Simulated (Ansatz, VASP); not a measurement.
## Ti in VASP and in Ansatz

```xyz
1
Lattice="-1.6410 1.6410 1.6410 1.6410 -1.6410 1.6410 1.6410 1.6410 -1.6410" Properties=species:S:1:pos:R:3 pbc="T T T"
Ti    0.0000    0.0000    0.0000
```

Alike in both runs: task relaxation of cell and atoms; functional PBEsol; k mesh 12 × 12 × 12; occupations fermi-dirac, width 0.15 eV; no spin polarisation.

|  | VASP | Ansatz |
| --- | --- | --- |
| version | VASP 6.6.1 | Ansatz 0.2.0 |
| potentials or method | VASP PAW PBE potentials, release 64 (Ti_sv) | plane waves, PAW |
| plane-wave cutoff (eV) | 500 | 420 |
| valence electrons in the cell | 12 | 12 |

|  | VASP | Ansatz | Ansatz less VASP |
| --- | --- | --- | --- |
| relaxed volume (Å³/atom) | 16.64 | 16.67 | +0.036 |
| relaxed cell length with the largest relative difference (Å) | 2.786 | 2.788 | +0.0020 |

VASP's potentials were made for PBE, not for PBEsol.
